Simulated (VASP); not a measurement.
Write the native input for VASP 6.6.1 that does the following.

| Item | Value |
| --- | --- |
| Task | single point |
| Functional | PBE |
| Potentials or basis | VASP PAW PBE potentials, release 64 (Cu, O) |
| Cutoff | 520 eV |
| k mesh | 7 × 7 × 7 |
| Occupations | fermi-dirac, width 0.05 eV |
| Spin | no spin polarisation |
| Dipole correction | no |
| Further INCAR settings | ALGO = Normal; EDIFF = 1e-06; NBANDS = 34 |

The structure of CuO lies in POSCAR:

```
CuO
1.0
    3.9374963158      0.0000000000      0.0000000000
    0.0000000000      3.9374963158      0.0000000000
    0.0000000000      0.0000000000      3.8706058693
Cu O
3 3
Direct
    0.5000000000      0.0000000000      0.5000000000
    0.0000000000      0.5000000000      0.5000000000
    0.0000000000      0.0000000000      0.0000000000
    0.0000000000      0.0000000000      0.5000000000
    0.5000000000      0.0000000000      0.0000000000
    0.0000000000      0.5000000000      0.0000000000
```

These files were run (other wordings do the same):

INCAR

```
PREC     = Accurate       # precision mode
ENCUT    = 520            # plane-wave cutoff, eV
EDIFF    = 1E-6           # SCF threshold, eV
ISMEAR   = -1             # smearing method
SIGMA    = 0.05           # smearing width, eV
LREAL    = False          # projectors in reciprocal space
LASPH    = True           # aspherical terms in the spheres
NELM     = 60             # most SCF steps
ALGO     = Normal         # electronic algorithm
ISIF     = 2              # what is computed and relaxed
LWAVE    = False          # write WAVECAR
LCHARG   = False          # write CHGCAR
GGA      = PE             # functional
NBANDS   = 34             # bands
```

KPOINTS

```
regular mesh
0
Gamma
  7 7 7
```

Potentials or basis: VASP PAW PBE potentials, release 64 (Cu, O).

The run is started by

```console
$ cat potpaw_PBE.64/Cu/POTCAR potpaw_PBE.64/O/POTCAR > POTCAR
$ mpirun -np 1 vasp_std > vasp.out
```

It gave:

- Pressure: 20.8 GPa
- Band gap on the k mesh: zero (an odd number of electrons rules out a gap without spin polarisation)

Caveat: the cell stands under pressure; an odd number of electrons without spin polarisation forces a metal; a magnetic or distorted state may lie lower; semilocal functionals often make such compounds metallic where correlation or magnetic order opens a gap, which also shifts bond lengths.

Run time: 3.2 min on 1 thread of Intel Xeon 8259CL (shared host), peak memory 0.21 GiB.
